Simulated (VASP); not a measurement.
# ZrB2 (P6/mmm) in VASP: a series of runs, part 2 of 2

VASP 6.6.1.

## Step 4: Relaxation of cell and atoms, revPBE+D3(BJ)

This run uses another cell than the first one, of 10.25 Å³/atom, 1.035 times its volume.

INCAR reads:

```
SYSTEM = ZrB2
  PREC = Accurate
  ENCUT = 600
  EDIFF = 1E-7
  ISMEAR = -1
  SIGMA = 0.05
  LREAL = .FALSE.
  LASPH = .TRUE.
  NELM = 100
  ALGO = Normal
  ISIF = 3
  LWAVE = .FALSE.
  LCHARG = .FALSE.
  GGA = RE
  IVDW = 12
  IBRION = 2
  NSW = 60
  EDIFFG = -0.01
```

KPOINTS reads:

```
regular mesh
0
G
  10 10 8
  0 0 0
```

POSCAR reads:

```
ZrB2
1.0
    3.1700000000      0.0000000000      0.0000000000
   -1.5850000000      2.7453005300      0.0000000000
    0.0000000000      0.0000000000      3.5330000000
Zr B
1 2
Direct
    0.0000000000      0.0000000000      0.0000000000
    0.6666666667      0.3333333333      0.5000000000
    0.3333333333      0.6666666667      0.5000000000
```

Potentials or basis: VASP PAW PBE potentials, release 64 (Zr_sv, B).

Launch:

```
$ cat potpaw_PBE.64/Zr_sv/POTCAR potpaw_PBE.64/B/POTCAR > POTCAR
$ mpirun -np 1 vasp_std > vasp.out
```

OUTCAR:

```text
SYSTEM = ZrB2
   PREC = Accurate
   ENCUT = 600
   EDIFF = 1E-7
   ISMEAR = -1
   LREAL = .FALSE.
   LASPH = .TRUE.
   NELM = 100
   ISIF = 3
   GGA = RE
   IVDW = 12
   IBRION = 2
   NSW = 60
   EDIFFG = -0.01
 IVDW          = 12

 ion  position               nearest neighbor table
   1  0.000  0.000  0.000-   2 2.54   3 2.54   2 2.54   3 2.54   2 2.54   2 2.54   3 2.54   3 2.54
                             2 2.54   2 2.54   3 2.54   3 2.54
   2  0.667  0.333  0.500-   3 1.83   3 1.83   3 1.83   1 2.54   1 2.54   1 2.54   1 2.54   1 2.54
                             1 2.54
   3  0.333  0.667  0.500-   2 1.83   2 1.83   2 1.83   1 2.54   1 2.54   1 2.54   1 2.54   1 2.54
                             1 2.54

  LATTYP: Found a hexagonal cell.
 ALAT       =     3.1700000000
 C/A-ratio  =     1.1145110410

  Lattice vectors:

 A1 = (   3.1700000000,   0.0000000000,   0.0000000000)
 A2 = (  -1.5850000000,   2.7453005300,   0.0000000000)
 A3 = (   0.0000000000,   0.0000000000,   3.5330000000)

Analysis of symmetry for initial positions (statically):
=====================================================================
 Subroutine PRICEL returns:
 Original cell was already a primitive cell.

 Routine SETGRP: Setting up the symmetry group for a
 hexagonal supercell.

 Subroutine GETGRP returns: Found 24 space group operations
 (whereof 24 operations were pure point group operations)
 out of a pool of 24 trial point group operations.

The static configuration has the point symmetry D_6h.

Analysis of symmetry for dynamics (positions and initial velocities):
=====================================================================
 Subroutine PRICEL returns:
 Original cell was already a primitive cell.

 Routine SETGRP: Setting up the symmetry group for a
 hexagonal supercell.

 Subroutine GETGRP returns: Found 24 space group operations
 (whereof 24 operations were pure point group operations)
 out of a pool of 24 trial point group operations.

The dynamic configuration has the point symmetry D_6h.

 Subroutine INISYM returns: Found 24 space group operations
 (whereof 24 operations are pure point group operations),
 and found     1 'primitive' translations

----------------------------------------------------------------------------------------

                                     Primitive cell

  volume of cell :      30.7463

  direct lattice vectors                    reciprocal lattice vectors
     3.170000000  0.000000000  0.000000000     0.315457413  0.182129422  0.000000000
    -1.585000000  2.745300530  0.000000000     0.000000000  0.364258845  0.000000000
     0.000000000  0.000000000  3.533000000     0.000000000  0.000000000  0.283045570

  length of vectors
     3.170000000  3.170000000  3.533000000     0.364258845  0.364258845  0.283045570

  position of ions in fractional coordinates (direct lattice)
     0.000000000  0.000000000  0.000000000
     0.666666667  0.333333333  0.500000000
     0.333333333  0.666666667  0.500000000

  ion indices of the primitive-cell ions
   primitive index   ion index
                 1           1
                 2           2
                 3           3

----------------------------------------------------------------------------------------

 KPOINTS: regular mesh

Automatic generation of k-mesh.
 Grid dimensions read from file:
 generate k-points for:   10   10    8

 Generating k-lattice:

  Cartesian coordinates                     Fractional coordinates (reciprocal lattice)
     0.031545741  0.018212942  0.000000000     0.100000000  0.000000000  0.000000000
     0.000000000  0.036425884  0.000000000     0.000000000  0.100000000  0.000000000
     0.000000000  0.000000000  0.035380696     0.000000000  0.000000000  0.125000000

  Length of vectors
     0.036425884  0.036425884  0.035380696

  Shift w.r.t. Gamma in fractional coordinates (k-lattice)
     0.000000000  0.000000000  0.000000000

 Subroutine IBZKPT returns following result:
 ===========================================

 Found     70 irreducible k-points:

 Following reciprocal coordinates:
            Coordinates               Weight
  0.000000  0.000000  0.000000      1.000000
  0.100000 -0.000000  0.000000      6.000000
  0.200000 -0.000000  0.000000      6.000000
  0.300000  0.000000  0.000000      6.000000
  0.400000  0.000000  0.000000      6.000000
  0.500000  0.000000  0.000000      3.000000
[... 16 lines left out ...]
  0.300000  0.100000  0.125000     24.000000
  0.400000  0.100000  0.125000     24.000000
 [... further k-points ...]
   k-points           NKPTS =     70   k-points in BZ     NKDIM =     70   number of bands    NBANDS=     13
   number of dos      NEDOS =    301   number of ions     NIONS =      3
   total plane-waves  NPLWV =  21952
   dimension x,y,z NGX =    28 NGY =   28 NGZ =   28
   dimension x,y,z NGXF=    56 NGYF=   56 NGZF=   56
   ions per type =               1   2
   NGX,Y,Z   is equivalent  to a cutoff of  14.68, 14.68, 13.18 a.u.
   NGXF,Y,Z  is equivalent  to a cutoff of  29.37, 29.37, 26.35 a.u.
 SYSTEM =  ZrB2
   PREC   = accura    normal or accurate (medium, high low for compatibility)
   ISTART =      0    job   : 0-new  1-cont  2-samecut
   ICHARG =      2    charge: 1-file 2-atom 10-const
   ISPIN  =      1    spin polarized calculation?
   LNONCOLLINEAR =      F non collinear calculations
   LSORBIT =      F    spin-orbit coupling
   LASPH  =      T    aspherical Exc in radial PAW
   ENCUT  =  600.0 eV  44.10 Ry    6.64 a.u.   6.33  6.33  7.06*2*pi/ulx,y,z
   NELM   =    100;   NELMIN=  2; NELMDL= -5     # of ELM steps
   EDIFF  = 0.1E-06   stopping-criterion for ELM
   LREAL  =      F    real-space projection
   EDIFFG = -.1E-01   stopping-criterion for IOM
   NSW    =     60    number of steps for IOM
   IBRION =      2    ionic relax: 0-MD 1-quasi-New 2-CG
   NFREE  =      1    steps in history (QN), initial steepest desc. (CG)
   ISIF   =      3    stress and relaxation
   ISYM   =      2    0-nonsym 1-usesym 2-fastsym
   POTIM  = 0.5000    time-step for ionic-motion
   TEBEG  =    0.0;   TEEND  =   0.0 temperature during run
   PSTRESS=    0.0 pullay stress
   NELECT =      18.0000    total number of electrons
   NUPDOWN=      -1.0000    fix difference up-down
   EMIN   =  10.00;   EMAX   =-10.00  energy-range for DOS
   EFERMI =   0.00;   METHOD = LEGACY
   ISMEAR =    -1;   SIGMA  =   0.05  broadening in eV -4-tet -1-fermi 0-gaus
   EFERMI_NEDOS =   21; number of points for ismear=-14 and -15
   IALGO  =     38    algorithm
   IMIX   =      4    mixing-type and parameters
     AMIX     =   0.40;   BMIX     =  1.00
     AMIX_MAG =   1.60;   BMIX_MAG =  1.00
  volume/ion in A,a.u.               =      10.25        69.16
  Fermi-wavevector in a.u.,A,eV,Ry     =   1.369519  2.588016 25.518847  1.875582
  Thomas-Fermi vector in A             =   2.495387
   LORBIT       =      0    0 simple, 1 ext, 2 COOP (PROOUT), +10 PAW based schemes
   GGA     = RE    functional components
   LHFCALC =     F    Hartree Fock is set to
   AEXX    =    0.0000 exact exchange contribution
   IVDW    =    12    specifies the selected vdW correction
   LEPSILON=     F    determine dielectric tensor
   LRPA    =     F    only Hartree local field effects (RPA)
 conjugate gradient relaxation of ions
 non-spin polarized calculation
  energy-cutoff  :      600.00
  volume of cell :       30.75
 maximum number of plane-waves:      1046
 NGX is ok and might be reduce to    28
   NGX = 13   NGY = 13   NGZ = 15

--------------------------------------- Ionic step        1  -------------------------------------------

 number of electron      18.0000000 magnetization

 Free energy of the ion-electron system (eV)
  ---------------------------------------------------
  ext. energy  EPLUGINS =         0.00000000
  ---------------------------------------------------
  free energy    TOTEN  =       -24.11475435 eV

  energy without entropy =      -24.11190503  energy(sigma->0) =      -24.11332969

------------------------ aborting loop because EDIFF is reached ----------------------------------------

 Edisp (eV)   -2.21484

 E8    (eV) :    -1.5487
[... 73 lines left out ...]
--------------------------------------- Ionic step        3  -------------------------------------------

 number of electron      18.0000000 magnetization

 Free energy of the ion-electron system (eV)
  ---------------------------------------------------
  ext. energy  EPLUGINS =         0.00000000
  ---------------------------------------------------
  free energy    TOTEN  =       -24.06328463 eV

  energy without entropy =      -24.06057383  energy(sigma->0) =      -24.06192923

 E-fermi :  10.8867     XC(G=0): -12.5751

 val. band max:       10.8546822787   @ k =   0.2000   0.2000   0.1250
 cond. band min:      11.0509081661   @ k =   0.0000   0.0000   0.2500
 fundamental gap:      0.1962258874
 Fermi energy:        10.8866538729

 k-point     1 :       0.0000    0.0000    0.0000
  band No.  band energies     occupation
      1     -37.5668      2.00000
      2     -15.7699      2.00000
      3     -15.1657      2.00000
      4     -15.1657      2.00000
      5      -1.9545      2.00000
      6       8.3004      2.00000
      7       8.3004      2.00000
      8       8.3101      2.00000
      9       8.6253      2.00000
     10      14.5364      0.00000
     11      14.5364      0.00000
     12      15.3223      0.00000
     13      15.3223      0.00000
[... 354 lines left out ...]
  band No.  band energies     occupation
      1     -37.4282      2.00000
      2     -16.1555      2.00000
      3     -15.6200      2.00000
      4     -15.4592      2.00000
      5       1.5906      2.00000
      6       2.8574      2.00000
      7       6.6781      2.00000
      8       7.4387      2.00000
      9       8.8528      2.00000
     10      12.1731      0.00000
     11      14.8301      0.00000
     12      15.0910      0.00000
     13      16.8370      0.00000

 [... further k-points ...]

------------------------ aborting loop because EDIFF is reached ----------------------------------------

 Edisp (eV)   -2.29429

 E8    (eV) :    -1.6044
[... 26 lines left out ...]
  FREE ENERGIE OF THE ION-ELECTRON SYSTEM (eV)
  ---------------------------------------------------
  free  energy   TOTEN  =       -26.3575786483 eV

  energy  without entropy=      -26.3548678557  energy(sigma->0) =      -26.35622325

 reached required accuracy - stopping structural energy minimisation
```

OSZICAR:

```text
N       E                     dE             d eps       ncg     rms          rms(c)
DAV:   1     0.122832504516E+03    0.12283E+03   -0.10819E+04  1820   0.155E+03
DAV:   2    -0.205007074202E+02   -0.14333E+03   -0.13836E+03  2068   0.355E+02
DAV:   3    -0.265566493960E+02   -0.60559E+01   -0.60082E+01  2995   0.643E+01
[... 31 lines left out ...]
DAV:   7    -0.240632836765E+02   -0.29244E-04   -0.44441E-05  2395   0.671E-02    0.222E-02
DAV:   8    -0.240632857753E+02   -0.20987E-05   -0.46379E-06  2850   0.235E-02    0.721E-03
DAV:   9    -0.240632849615E+02    0.81370E-06   -0.39493E-07  1962   0.814E-03    0.178E-03
DAV:  10    -0.240632846680E+02    0.29350E-06   -0.43093E-08  1045   0.185E-03    0.119E-04
DAV:  11    -0.240632846269E+02    0.41131E-07   -0.12909E-08   960   0.103E-03
   3 F= -.26357579E+02 E0= -.26356223E+02  d E =-.279862E-01
```

Wall time 48 s (1 thread of AMD EPYC 9R45 (Zen 5), shared host); peak memory 0.17 GiB.

What came out:

| Property | Result |
| --- | --- |
| Free energy | -26.3576 eV |
| Relaxed volume | 9.90 Å³/atom |
| Relaxed cell | a = 3.131 Å, b = 3.131 Å, c = 3.499 Å, α = 90.00°, β = 90.00°, γ = 120.00° |
| Space group after relaxing (to 0.05 Å) | P6/mmm (No. 191) |
| Energy gained by relaxing | 9.3 meV/atom |
| Ionic steps | 3 |
| Pressure after relaxing | -0.1 GPa |
| Band gap on the k mesh | zero (band 9 reaches 11.60 eV, above the bottom of band 10 at 10.73 eV) |
| Dispersion energy per atom | -0.765 eV |

Step by step:
```csv
step,energy change (eV),largest force (eV/Å),pressure (GPa),volume (Å³)
1,0.0000,0.0000,-8.25,30.75
2,0.0171,0.0000,11.93,28.46
3,-0.0280,0.0000,-0.06,29.71
```

Final structure:
```
Zr B
1.0
     3.13147    0.00000    0.00000
    -1.56574    2.71194    0.00000
     0.00000    0.00000    3.49857
Zr B
1 2
Direct
  0.00000 0.00000 0.00000
  0.66667 0.33333 0.50000
  0.33333 0.66667 0.50000
```

Caveat: the PAW data sets were made with another functional, which shifts forces and pressure a little; pairwise dispersion overbinds metals, which lowers pressure and volume.

## Step 5: Relaxation of cell and atoms, revPBE+D4

This run uses another cell than the first one, of 10.25 Å³/atom, 1.035 times its volume.

INCAR reads:

```
ALGO = Normal
EDIFF = 1E-6
EDIFFG = -0.01
ENCUT = 600
GGA = RE
IBRION = 2
ISIF = 3
ISMEAR = -1
IVDW = 13
LASPH = True
LCHARG = False
LREAL = False
LWAVE = False
NELM = 100
NSW = 60
PREC = Accurate
SIGMA = 0.05
```

KPOINTS reads:

```
k-points
0
Gamma
  10 10 8
```

POSCAR is that of step 4.

Launch:

```
$ cat potpaw_PBE.64/Zr_sv/POTCAR potpaw_PBE.64/B/POTCAR > POTCAR
$ mpirun -np 1 vasp_std > vasp.out
```

Run time: 50 s. Hardware: 1 thread of AMD EPYC 9R45 (Zen 5), shared host; peak memory 0.16 GiB.

It converged, with:

| Property | Result |
| --- | --- |
| Free energy | -25.8369 eV |
| Relaxed volume | 9.93 Å³/atom |
| Relaxed cell | a = 3.146 Å, b = 3.146 Å, c = 3.475 Å, α = 90.00°, β = 90.00°, γ = 120.00° |
| Space group after relaxing (to 0.05 Å) | P6/mmm (No. 191) |
| Energy gained by relaxing | 8.0 meV/atom |
| Ionic steps | 4 |
| Pressure after relaxing | 0.0 GPa |
| Band gap on the k mesh | zero (band 9 reaches 11.46 eV, above the bottom of band 10 at 10.71 eV) |
| Dispersion energy per atom | -0.590 eV |

The path:
```
step  energy change (eV)  largest force (eV/Å)  pressure (GPa)  volume (Å³)
   1              0.0000                0.0000           -7.29        30.75
   2              0.0082                0.0000            9.86        28.72
   3             -0.0231                0.0000            0.12        29.79
   4             -0.0239                0.0000           -0.02        29.79
```

Final structure:
```cif
data_structure
_symmetry_space_group_name_H-M 'P 1'
_symmetry_Int_Tables_number 1
_cell_length_a 3.1462
_cell_length_b 3.1462
_cell_length_c 3.4749
_cell_angle_alpha 90.000
_cell_angle_beta 90.000
_cell_angle_gamma 120.000
_cell_volume 29.79
loop_
_atom_site_label
_atom_site_type_symbol
_atom_site_fract_x
_atom_site_fract_y
_atom_site_fract_z
_atom_site_occupancy
Zr1 Zr 0.00000 0.00000 0.00000 1
B1 B 0.66667 0.33333 0.50000 1
B2 B 0.33333 0.66667 0.50000 1
```

Levels at points of the mesh, in eV from the Fermi level:
```
           k point  band 7  band 8  band 9  band 10  band 11  band 12
(0.00, 0.00, 0.00)   -2.66   -2.54   -2.17     3.64     3.64     4.52
(0.50, 0.00, 0.00)   -3.86   -3.01   -2.69     2.42     2.50     5.16
(0.00, 0.00, 0.50)   -0.91   -0.91    0.35     0.35     0.89     0.89
(0.50, 0.00, 0.50)   -4.67   -4.15   -1.86     4.12     4.28     5.57
```

Caveat: the PAW data sets were made with another functional, which shifts forces and pressure a little; pairwise dispersion overbinds metals, which lowers pressure and volume.

## Step 6: Overview

| task | level | cell | cutoff (eV) | gap on the mesh (eV) | pressure (GPa) | relaxed volume (Å³/atom) |
| --- | --- | --- | --- | --- | --- | --- |
| single point | revPBE+D3(BJ) | a = 3.131, b = 3.131, c = 3.499 Å, angles 90.0, 90.0, 120.0°, 3 atoms | 520 | none | 0.1 | - |
| single point | revPBE+D4 | a = 3.146, b = 3.146, c = 3.474 Å, angles 90.0, 90.0, 120.0°, 3 atoms | 520 | none | 0.1 | - |
| relaxation of cell and atoms | revPBE+D3(BJ) | relaxed from a = 3.170, b = 3.170, c = 3.533 Å, angles 90.0, 90.0, 120.0°, 3 atoms | 600 | none | -0.1 | 9.90 |
| relaxation of cell and atoms | revPBE+D4 | relaxed from a = 3.170, b = 3.170, c = 3.533 Å, angles 90.0, 90.0, 120.0°, 3 atoms | 600 | none | 0.0 | 9.93 |

Alike in all rows: potentials or basis VASP PAW PBE potentials, release 64 (Zr_sv, B); no spin polarisation; k mesh 10 × 10 × 8; smearing fermi-dirac 0.05 eV.

Caveats: the PAW data sets were made with another functional, which shifts forces and pressure a little; pairwise dispersion overbinds metals, which lowers pressure and volume.

Absolute energies hang on the potentials; compare differences alone.
